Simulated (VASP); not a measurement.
# BAs (F-43m) in VASP: further runs

BAs is run at these levels: LDA; tasks: vibrations by perturbation theory.

Everything below comes from runs of VASP 6.6.1. Logs are shortened: lines on timing, memory, paths and dates and some standing lists are left out, and cuts for length are marked.

**1. The cell of the first run**

It takes space group F-43m (No. 216, cubic). The conventional cell has a = 4.682 Å, b = 4.682 Å, c = 4.682 Å, α = 90.00°, β = 90.00°, γ = 90.00°. Within 2.7 Å of B (site symmetry -43m) lie 4 As at 2.03 Å. As (site symmetry -43m) has 4 B at 2.03 Å within 2.7 Å.

**2. Vibrations by perturbation theory, LDA**

The input, INCAR:

```
ALGO = Normal
EDIFF = 1E-8
ENCUT = 520
IBRION = 8
ISIF = 2
ISMEAR = 0
LASPH = T
LCHARG = T
LEPSILON = T
LREAL = F
LWAVE = F
NELM = 60
NSW = 1
PREC = Accurate
SIGMA = 0.01
```

The input, KPOINTS:

```
k-points
0
Gamma
  10 10 10
```

The input, POSCAR:

```
BAs
1.0
    0.0000000000      2.3410826661      2.3410826661
    2.3410826661      0.0000000000      2.3410826661
    2.3410826661      2.3410826661      0.0000000000
B As
1 1
Direct
    0.0000000000      0.0000000000      0.0000000000
    0.7500000000      0.7500000000      0.7500000000
```

Potentials or basis: VASP PAW LDA potentials, release 64 (B, As).

Run with:

```console
$ cat potpaw_LDA.64/B/POTCAR potpaw_LDA.64/As/POTCAR > POTCAR
$ mpirun -np 1 vasp_std > vasp.out
```

OUTCAR:

```text
EDIFF = 1E-8
   ENCUT = 520
   IBRION = 8
   ISIF = 2
   ISMEAR = 0
   LASPH = T
   LEPSILON = T
   LREAL = F
   NELM = 60
   NSW = 1
   PREC = Accurate

 ion  position               nearest neighbor table
   1  0.000  0.000  0.000-   2 2.03   2 2.03   2 2.03   2 2.03
   2  0.750  0.750  0.750-   1 2.03   1 2.03   1 2.03   1 2.03

  LATTYP: Found a face centered cubic cell.
 ALAT       =     4.6821653322

  Lattice vectors:

 A1 = (   0.0000000000,   2.3410826661,   2.3410826661)
 A2 = (   2.3410826661,   0.0000000000,   2.3410826661)
 A3 = (   2.3410826661,   2.3410826661,   0.0000000000)

Analysis of symmetry for initial positions (statically):
=====================================================================
 Subroutine PRICEL returns:
 Original cell was already a primitive cell.

 Routine SETGRP: Setting up the symmetry group for a
 face centered cubic supercell.

 Subroutine GETGRP returns: Found 24 space group operations
 (whereof 24 operations were pure point group operations)
 out of a pool of 48 trial point group operations.

The static configuration has the point symmetry T_d .

Analysis of symmetry for dynamics (positions and initial velocities):
=====================================================================
 Subroutine PRICEL returns:
 Original cell was already a primitive cell.

 Routine SETGRP: Setting up the symmetry group for a
 face centered cubic supercell.

 Subroutine GETGRP returns: Found 24 space group operations
 (whereof 24 operations were pure point group operations)
 out of a pool of 48 trial point group operations.

The dynamic configuration has the point symmetry T_d .

 Subroutine INISYM returns: Found 24 space group operations
 (whereof 24 operations are pure point group operations),
 and found     1 'primitive' translations

----------------------------------------------------------------------------------------

[... 494 lines left out ...]
     0.00000  0.00674  9.01406
     0.00000  9.01406  0.00674

 MACROSCOPIC STATIC DIELECTRIC TENSOR (including local field effects in DFT)
 ------------------------------------------------------
           9.615229     0.000000    -0.000000
          -0.000000     9.615229     0.000000
           0.000000     0.000000     9.615229
 ------------------------------------------------------

 PIEZOELECTRIC TENSOR (including local field effects)  for field in x, y, z        (e  Angst)
          XX          YY          ZZ          XY          YZ          ZX
  --------------------------------------------------------------------------------
  x    -0.00000     0.00000     0.00000     0.00000    -0.26099     0.00000
  y     0.00000     0.00000    -0.00000     0.00000     0.00000    -0.26099
  z     0.00000     0.00000     0.00000    -0.26099     0.00000     0.00000

 PIEZOELECTRIC TENSOR (including local field effects)  for field in x, y, z        (C/m^2)
          XX          YY          ZZ          XY          YZ          ZX
  --------------------------------------------------------------------------------
  x    -0.00000     0.00000     0.00000     0.00000    -0.16295     0.00000
  y     0.00000     0.00000    -0.00000     0.00000     0.00000    -0.16295
  z     0.00000     0.00000     0.00000    -0.16295     0.00000     0.00000

 BORN EFFECTIVE CHARGES (including local field effects) (in |e|, cummulative output)
 ---------------------------------------------------------------------------------
 ion    1
    1    -0.67080     0.00000     0.00000
    2     0.00000    -0.67080    -0.00000
    3     0.00000    -0.00000    -0.67080
 ion    2
    1     0.67080     0.00000     0.00000
    2     0.00000     0.67080     0.00000
    3    -0.00000     0.00000     0.67080

 INTERNAL STRAIN TENSOR FOR ION    2 for displacements in x,y,z  (eV/Angst):
          X           Y           Z          XY          YZ          ZX
  --------------------------------------------------------------------------------
  x    -0.00000     0.00000    -0.00000     0.00000     9.01406     0.00000
  y     0.00000    -0.00000    -0.00000     0.00000     0.00000     9.01406
  z     0.00000    -0.00000    -0.00000     9.01406     0.00000     0.00000

 SECOND DERIVATIVES (NOT SYMMETRIZED)
 ------------------------------------
               1X          1Y          1Z          2X          2Y          2Z
  1X   -18.414627    0.000000    0.000000   18.414627    0.000000    0.000000
  1Y     0.000000  -18.414627    0.000000    0.000000   18.414627    0.000000
  1Z     0.000000    0.000000  -18.414627    0.000000    0.000000   18.414627
  2X    18.410515    0.000000    0.000000  -18.410515    0.000000    0.000000
  2Y     0.000000   18.410515    0.000000    0.000000  -18.410515    0.000000
  2Z     0.000000    0.000000   18.410515    0.000000    0.000000  -18.410515

 Eigenvectors and eigenvalues of the dynamical matrix
 ----------------------------------------------------

   1 f  =   21.825413 THz   137.133113 2PiTHz  728.017408 cm-1    90.262614 meV
             X         Y         Z           dx          dy          dz
      0.000000  0.000000  0.000000     0.000000   -0.934839   -0.000000
      3.511624  3.511624  3.511624     0.000000    0.355072    0.000000
[... 21 lines left out ...]
   6 f/i=    0.000809 THz     0.005082 2PiTHz    0.026982 cm-1     0.003345 meV
             X         Y         Z           dx          dy          dz
      0.000000  0.000000  0.000000     0.011678    0.159304    0.317115
      3.511624  3.511624  3.511624     0.030747    0.419417    0.834906

--------------------------------------------------------------------------------------------------------

 MACROSCOPIC STATIC DIELECTRIC TENSOR IONIC CONTRIBUTION
 ------------------------------------------------------
           0.172327    -0.000000    -0.000000
          -0.000000     0.172327    -0.000000
          -0.000000    -0.000000     0.172327
 ------------------------------------------------------

 ELASTIC MODULI CONTR FROM IONIC RELAXATION (kBar)
 Direction    XX          YY          ZZ          XY          YZ          ZX
 --------------------------------------------------------------------------------
 XX          -0.0000      0.0000     -0.0000     -0.0000      0.0000     -0.0000
 YY           0.0000     -0.0000      0.0000      0.0000     -0.0000      0.0000
 ZZ          -0.0000      0.0000     -0.0000      0.0000      0.0000      0.0000
 XY          -0.0000      0.0000      0.0000   -287.7692      0.0000      0.0000
 YZ           0.0000     -0.0000      0.0000      0.0000   -287.7692     -0.0000
 ZX          -0.0000      0.0000      0.0000      0.0000     -0.0000   -287.7692
 --------------------------------------------------------------------------------

 PIEZOELECTRIC TENSOR IONIC CONTR  for field in x, y, z        (C/m^2)
          XX          YY          ZZ          XY          YZ          ZX
  --------------------------------------------------------------------------------
  x    -0.00000     0.00000    -0.00000    -0.00000     0.20954     0.00000
  y     0.00000    -0.00000    -0.00000    -0.00000     0.00000     0.20954
  z     0.00000    -0.00000    -0.00000     0.20954    -0.00000    -0.00000
```

OSZICAR:

```text
N       E                     dE             d eps       ncg     rms          rms(c)
DAV:   1     0.125648691630E+02    0.12565E+02   -0.40336E+03   752   0.887E+02
DAV:   2    -0.134189829550E+02   -0.25984E+02   -0.24992E+02  1184   0.112E+02
[... 143 lines left out ...]
RMM:   5    -0.375074490068E-01    0.11662E-04    0.78792E-06  4696   0.329E-03    0.967E-04
RMM:   6    -0.375038743474E-01    0.35747E-05    0.29941E-06  4570   0.576E-04    0.107E-04
RMM:   7    -0.375038818524E-01   -0.75050E-08    0.73573E-07  4742   0.648E-05    0.480E-05
RMM:   8    -0.375038877645E-01   -0.59122E-08    0.19215E-07  4741   0.241E-05    0.985E-06
RMM:   9    -0.375039268261E-01   -0.39062E-07   -0.50667E-09  4272   0.486E-06    0.622E-07
RMM:  10    -0.375039315559E-01   -0.47298E-08   -0.98533E-10  3433   0.139E-06    0.207E-07
 Linear response finished
```

stdout:

```text
POSCAR found type information on POSCAR B As
 POSCAR found :  2 types and       2 ions
 scaLAPACK will be used
 LDA part: xc-table for (Slater(with rela. corr.)+CA(PZ))
 , standard interpolation
 POSCAR, INCAR and KPOINTS ok, starting setup
 FFT: planning ... GRIDC
 FFT: planning ... GRID_SOFT
 FFT: planning ... GRID
 WAVECAR not read
 entering main loop
[... 23 lines left out ...]
  Direction:   3
 dielectric tensor                  component  3 :     1.728     2.137     9.615
 Linear response DOF=           2
 Linear response progress:
 first order change of Fermi-energy   0.15171E-03
 force on displaced ion       1 direction 1 : -18.415  -0.000  -0.000
 Born effective charge ion    1 direction 1 :  -0.684   0.000   0.000
 Linear response progress:
 first order change of Fermi-energy   0.64754E-04
 force on displaced ion       2 direction 1 : -18.411  -0.000  -0.000
 Born effective charge ion    2 direction 1 :   0.662   0.000   0.000
 Born effective charges drift removed
 Linear response finished
```

It took 6 min on 1 thread of Intel Xeon Platinum 8488C (Sapphire Rapids), shared host; peak memory 0.23 GiB.

Results:

```yaml
Electronic_dielectric_tensor_diagonal: 9.62
Born_charges_mean_of_the_diagonal: B -0.67; As +0.67 e
Highest_phonon_frequency_at_Γ_LO-TO_splitting_left_out: 728 cm⁻¹
```

Phonon frequencies in cm⁻¹ (negative: imaginary):
```tsv
q point	frequencies
(0.000, 0.000, 0.000)	0 0 0 728 728 728
```

Electronic dielectric tensor:
```
9.62 0.00 0.00
0.00 9.62 0.00
0.00 0.00 9.62
```

Born effective charge tensors (e):
atom 1, B
```
-0.67  0.00  0.00
 0.00 -0.67  0.00
 0.00  0.00 -0.67
```
atom 2, As
```
0.67 0.00 0.00
0.00 0.67 0.00
0.00 0.00 0.67
```

Caveat: the cell stands under pressure or tension, which shifts response properties.

(Part 1 of 2 ends here.)
